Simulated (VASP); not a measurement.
# Ag3Cl (Pm-3m) in VASP: notebook

Ag3Cl is run at these levels: PBE; tasks: single point.

Everything below comes from runs of VASP 6.6.1. Logs are shortened: lines on timing, memory, paths and dates and some standing lists are left out, and cuts for length are marked.

## (1) The cell of the first run

Symmetry: Pm-3m, No. 221, cubic system. The conventional cell has a = 4.356 Å, b = 4.356 Å, c = 4.356 Å, α = 90.00°, β = 90.00°, γ = 90.00°. Within 4.1 Å of Ag (site symmetry 4/mmm) lie 8 Ag at 3.08 Å and 4 Cl at 3.08 Å. Within 4.1 Å of Cl (site symmetry m-3m) lie 12 Ag at 3.08 Å.

## (2) Single point, PBE

INCAR

```
SYSTEM = Ag3Cl
ALGO = Normal ; EDIFF = 1E-6
ENCUT = 520 ; GGA = PE
ISIF = 2 ; ISMEAR = 0
LASPH = .TRUE. ; LCHARG = .FALSE.
LREAL = .FALSE. ; LWAVE = .FALSE.
NBANDS = 28 ; NELM = 100
PREC = Accurate ; SIGMA = 0.1
```

KPOINTS

```
k-points
0
G
  4 4 4
  0 0 0
```

POSCAR

```
Ag3Cl
1.0
    4.3555592987      0.0000000000      0.0000000000
    0.0000000000      4.3555592987      0.0000000000
    0.0000000000      0.0000000000      4.3555592987
Ag Cl
3 1
Direct
    0.0000000000      0.5000000000      0.5000000000
    0.5000000000      0.0000000000      0.5000000000
    0.5000000000      0.5000000000      0.0000000000
    0.0000000000      0.0000000000      0.0000000000
```

Potentials or basis: VASP PAW PBE potentials, release 64 (Ag, Cl).

The run is started by

```bash
> cat potpaw_PBE.64/Ag/POTCAR potpaw_PBE.64/Cl/POTCAR > POTCAR
> mpirun -np 1 vasp_std > vasp.out
```

OUTCAR:

```text
SYSTEM = Ag3Cl
   EDIFF = 1E-6
   ENCUT = 520
   GGA = PE
   ISIF = 2
   ISMEAR = 0
   LASPH = .TRUE.
   LREAL = .FALSE.
   NELM = 100
   PREC = Accurate

 ion  position               nearest neighbor table
   1  0.000  0.500  0.500-   2 3.08   3 3.08   4 3.08   3 3.08   4 3.08   2 3.08   4 3.08   4 3.08
                             2 3.08   3 3.08   3 3.08   2 3.08
   2  0.500  0.000  0.500-   1 3.08   3 3.08   4 3.08   3 3.08   4 3.08   1 3.08   3 3.08   3 3.08
                             1 3.08   4 3.08   4 3.08   1 3.08
   3  0.500  0.500  0.000-   1 3.08   2 3.08   4 3.08   1 3.08   2 3.08   2 3.08   4 3.08   2 3.08
                             1 3.08   4 3.08   1 3.08   4 3.08
   4  0.000  0.000  0.000-   1 3.08   2 3.08   3 3.08   1 3.08   2 3.08   1 3.08   3 3.08   1 3.08
                             2 3.08   3 3.08   2 3.08   3 3.08

  LATTYP: Found a simple cubic cell.
 ALAT       =     4.3555592987

  Lattice vectors:

 A1 = (   4.3555592987,   0.0000000000,   0.0000000000)
 A2 = (   0.0000000000,   4.3555592987,   0.0000000000)
 A3 = (   0.0000000000,   0.0000000000,   4.3555592987)

Analysis of symmetry for initial positions (statically):
=====================================================================
 Subroutine PRICEL returns:
 Original cell was already a primitive cell.

 Routine SETGRP: Setting up the symmetry group for a
 simple cubic supercell.

 Subroutine GETGRP returns: Found 48 space group operations
 (whereof 48 operations were pure point group operations)
 out of a pool of 48 trial point group operations.

The static configuration has the point symmetry O_h .

Analysis of symmetry for dynamics (positions and initial velocities):
=====================================================================
 Subroutine PRICEL returns:
 Original cell was already a primitive cell.

 Routine SETGRP: Setting up the symmetry group for a
 simple cubic supercell.

 Subroutine GETGRP returns: Found 48 space group operations
 (whereof 48 operations were pure point group operations)
 out of a pool of 48 trial point group operations.

The dynamic configuration has the point symmetry O_h .

 Subroutine INISYM returns: Found 48 space group operations
 (whereof 48 operations are pure point group operations),
 and found     1 'primitive' translations

----------------------------------------------------------------------------------------

                                     Primitive cell

  volume of cell :      82.6289

[... 76 lines left out ...]
   NELM   =    100;   NELMIN=  2; NELMDL= -5     # of ELM steps
   EDIFF  = 0.1E-05   stopping-criterion for ELM
   LREAL  =      F    real-space projection
   EDIFFG = 0.1E-04   stopping-criterion for IOM
   NSW    =      0    number of steps for IOM
   IBRION =     -1    ionic relax: 0-MD 1-quasi-New 2-CG
   NFREE  =      0    steps in history (QN), initial steepest desc. (CG)
   ISIF   =      2    stress and relaxation
   ISYM   =      2    0-nonsym 1-usesym 2-fastsym
   POTIM  = 0.5000    time-step for ionic-motion
   TEBEG  =    0.0;   TEEND  =   0.0 temperature during run
   PSTRESS=    0.0 pullay stress
   NELECT =      40.0000    total number of electrons
   NUPDOWN=      -1.0000    fix difference up-down
   EMIN   =  10.00;   EMAX   =-10.00  energy-range for DOS
   EFERMI =   0.00;   METHOD = LEGACY
   ISMEAR =     0;   SIGMA  =   0.10  broadening in eV -4-tet -1-fermi 0-gaus
   EFERMI_NEDOS =   21; number of points for ismear=-14 and -15
   IALGO  =     38    algorithm
   IMIX   =      4    mixing-type and parameters
     AMIX     =   0.40;   BMIX     =  1.00
     AMIX_MAG =   1.60;   BMIX_MAG =  1.00
  volume/ion in A,a.u.               =      20.66       139.40
  Fermi-wavevector in a.u.,A,eV,Ry     =   1.285437  2.429124 22.481574  1.652349
  Thomas-Fermi vector in A             =   2.417572
   LORBIT       =      0    0 simple, 1 ext, 2 COOP (PROOUT), +10 PAW based schemes
   GGA     = PE    functional components
   LHFCALC =     F    Hartree Fock is set to
   AEXX    =    0.0000 exact exchange contribution
   IVDW    =     0    specifies the selected vdW correction
   LEPSILON=     F    determine dielectric tensor
   LRPA    =     F    only Hartree local field effects (RPA)
 non-spin polarized calculation
 Gauss-broadening in eV      SIGMA  =   0.10
  energy-cutoff  :      520.00
  volume of cell :       82.63
 maximum number of plane-waves:      2272
   NGX = 17   NGY = 17   NGZ = 17

 number of electron      40.0000005 magnetization

 Free energy of the ion-electron system (eV)
  ---------------------------------------------------
  ext. energy  EPLUGINS =         0.00000000
  ---------------------------------------------------
  free energy    TOTEN  =        -9.71788758 eV

  energy without entropy =       -9.71359150  energy(sigma->0) =       -9.71573954

 E-fermi :   5.6444     XC(G=0): -10.7003

 val. band max:        5.0679084920   @ k =   0.5000   0.2500   0.0000
 cond. band min:       5.7397426868   @ k =   0.5000   0.5000   0.5000
 fundamental gap:      0.6718341948
 Fermi energy:         5.6443717968

 k-point     1 :       0.0000    0.0000    0.0000
  band No.  band energies     occupation
      1     -10.0963      2.00000
      2       0.1128      2.00000
      3       0.8196      2.00000
      4       0.8196      2.00000
      5       0.8196      2.00000
      6       1.0547      2.00000
[... 299 lines left out ...]
     27      18.3821      0.00000
     28      18.3833      0.00000

------------------------ aborting loop because EDIFF is reached ----------------------------------------

  FORCE on cell =-STRESS in cart. coord.  units (eV):
  Direction    XX          YY          ZZ          XY          YZ          ZX
  --------------------------------------------------------------------------------------
  -------------------------------------------------------------------------------------
  Total       -1.8000346     -1.8000346     -1.8000346      0.0000000      0.0000000      0.0000000
  in kB      -34.9027488    -34.9027488    -34.9027488      0.0000000      0.0000000      0.0000000
  external PRESSURE =     -34.9027488 kB  Pullay stress =       0.0000000 kB

 VOLUME and BASIS-vectors are now :
 -----------------------------------------------------------------------------
  energy-cutoff  :      520.00
  volume of cell :       82.63
      direct lattice vectors                 reciprocal lattice vectors
     4.355559299  0.000000000  0.000000000     0.229591639  0.000000000  0.000000000
     0.000000000  4.355559299  0.000000000     0.000000000  0.229591639  0.000000000
     0.000000000  0.000000000  4.355559299     0.000000000  0.000000000  0.229591639

 POSITION                                       TOTAL-FORCE (eV/Angst)
 -----------------------------------------------------------------------------------
      0.00000      2.17778      2.17778         0.000000      0.000000      0.000000
      2.17778      0.00000      2.17778         0.000000      0.000000      0.000000
      2.17778      2.17778      0.00000         0.000000      0.000000      0.000000
      0.00000      0.00000      0.00000         0.000000      0.000000      0.000000
 -----------------------------------------------------------------------------------
    total drift:                                0.000000     -0.000000     -0.000000

  FREE ENERGIE OF THE ION-ELECTRON SYSTEM (eV)
  ---------------------------------------------------
  free  energy   TOTEN  =        -9.7178875756 eV

  energy  without entropy=       -9.7135914993  energy(sigma->0) =       -9.71573954
```

OSZICAR:

```text
N       E                     dE             d eps       ncg     rms          rms(c)
DAV:   1     0.245199538124E+03    0.24520E+03   -0.19847E+04   560   0.133E+03
DAV:   2    -0.378947865202E+00   -0.24558E+03   -0.23470E+03   608   0.296E+02
DAV:   3    -0.101689696105E+02   -0.97900E+01   -0.96783E+01   608   0.569E+01
DAV:   4    -0.102578627131E+02   -0.88893E-01   -0.88818E-01   620   0.573E+00
DAV:   5    -0.102587080963E+02   -0.84538E-03   -0.84537E-03   632   0.601E-01    0.932E+00
DAV:   6    -0.971631557780E+01    0.54239E+00   -0.19156E+00   636   0.115E+01    0.614E+00
DAV:   7    -0.972355127387E+01   -0.72357E-02   -0.17539E-01   600   0.208E+00    0.276E+00
DAV:   8    -0.971854135206E+01    0.50099E-02   -0.14247E-02   628   0.675E-01    0.754E-01
DAV:   9    -0.971783223108E+01    0.70912E-03   -0.23517E-03   608   0.386E-01    0.183E-01
DAV:  10    -0.971786344033E+01   -0.31209E-04   -0.39811E-04   612   0.996E-02    0.631E-02
DAV:  11    -0.971788758690E+01   -0.24147E-04   -0.25561E-05   612   0.333E-02    0.175E-02
DAV:  12    -0.971788757556E+01    0.11339E-07   -0.20246E-06   444   0.108E-02
   1 F= -.97178876E+01 E0= -.97157395E+01  d E =-.429608E-02
```

stdout:

```text
POSCAR found type information on POSCAR AgCl
 POSCAR found :  2 types and       4 ions
 scaLAPACK will be used
 LDA part: xc-table for (Slater+PW92), standard interpolation
 POSCAR, INCAR and KPOINTS ok, starting setup
 FFT: planning ... GRIDC
 FFT: planning ... GRID_SOFT
 FFT: planning ... GRID
 WAVECAR not read
 entering main loop
```

Run time: 17 s. Hardware: 1 thread of Intel Xeon Platinum 8259CL at 2.50GHz (Skylake/Cascade Lake), shared host; peak memory 0.17 GiB.

What came out:

```
Free energy            : -9.7179 eV
Pressure               : -3.5 GPa
Band gap on the k mesh : 0.01 eV (least direct gap 0.68 eV)
```

Caveat: the cell stands under tension; the smearing spreads over this small gap. A k mesh can miss the band edges.

## (3) Single point, PBE

This run uses another cell than the first one, of 19.26 Å³/atom.

INCAR

```
SYSTEM = Ag3Cl
PREC = Accurate
ENCUT = 520
EDIFF = 1E-6
ISMEAR = 0
SIGMA = 0.1
LREAL = .False.
LASPH = .True.
NELM = 60
ALGO = Normal
ISIF = 2
LWAVE = .False.
LCHARG = .False.
GGA = PE
NBANDS = 28
```

KPOINTS

```
regular mesh
0
Gamma
  10 10 10
  0 0 0
```

POSCAR

```
Ag3Cl
1.0
    4.2550792419      0.0000000000      0.0000000000
    0.0000000000      4.2550792419      0.0000000000
    0.0000000000      0.0000000000      4.2550792419
Ag Cl
3 1
Direct
    0.0000000000      0.5000000000      0.5000000000
    0.5000000000      0.0000000000      0.5000000000
    0.5000000000      0.5000000000      0.0000000000
    0.0000000000      0.0000000000      0.0000000000
```

Potentials or basis: VASP PAW PBE potentials, release 64 (Ag, Cl).

The run is started by

```bash
> cat potpaw_PBE.64/Ag/POTCAR potpaw_PBE.64/Cl/POTCAR > POTCAR
> mpirun -np 1 vasp_std > vasp.out
```

It took 69 s on 1 thread of Intel Xeon Platinum 8259CL at 2.50GHz (Skylake/Cascade Lake), shared host; peak memory 0.24 GiB.

Results (log left out):

```
Free energy            : -9.7992 eV
Pressure               : -0.1 GPa
Band gap on the k mesh : zero (bands 20 and 21 overlap by 0.22 eV)
```

Levels at points of the mesh, in eV from the Fermi level:
| k point | band 16 | band 17 | band 18 | band 19 | band 20 | band 21 | band 22 | band 23 | band 24 | band 25 |
| --- | --- | --- | --- | --- | --- | --- | --- | --- | --- | --- |
| (0.00, 0.00, 0.00) | -2.93 | -2.59 | -2.39 | -2.39 | -2.39 | 4.76 | 4.76 | 4.76 | 4.92 | 4.92 |
| (0.50, 0.00, 0.00) | -2.89 | -2.39 | -2.10 | -2.10 | -1.10 | 0.52 | 4.67 | 4.67 | 5.76 | 6.64 |
| (0.50, 0.50, 0.00) | -3.11 | -2.33 | -2.33 | -1.68 | -1.61 | 2.42 | 2.80 | 2.80 | 6.75 | 6.75 |
| (0.50, 0.50, 0.50) | -3.17 | -2.56 | -2.56 | -2.56 | 0.19 | 2.38 | 2.38 | 2.38 | 5.53 | 5.53 |

The gap in the log of VASP goes by the Fermi energy; the results here count the filled bands.